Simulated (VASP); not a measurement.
Input of a VASP 6.6.1 run:

INCAR

```
PREC = Accurate
ENCUT = 520
EDIFF = 1E-6
ISMEAR = 0
SIGMA = 0.1
LREAL = False
LASPH = True
NELM = 100
ALGO = Normal
ISIF = 2
LWAVE = False
LCHARG = True
GGA = PE
LELF = True
LVHAR = True
NBANDS = 12
```

File KPOINTS:

```
regular mesh
0
Gamma
  20 20 20
```

Contents of POSCAR:

```
Cr
1.0
   -1.3798478407      1.3798478407      1.3798478407
    1.3798478407     -1.3798478407      1.3798478407
    1.3798478407      1.3798478407     -1.3798478407
Cr
1
Direct
    0.0000000000      0.0000000000      0.0000000000
```

Potentials or basis: VASP PAW PBE potentials, release 64 (Cr_pv).

Command:

```sh
$ cat potpaw_PBE.64/Cr_pv/POTCAR > POTCAR
$ mpirun -np 1 vasp_std > vasp.out
```

Estimate the band gap on the k mesh.

zero (band 6 reaches 15.17 eV, above the bottom of band 7 at 11.34 eV).

What does it give for the pressure?

29.2 GPa.

Caveat: the run has no spin polarisation, though such a crystal can be magnetic. Spin polarisation is off, so any magnetic state and its effect on volume and gap are missing.
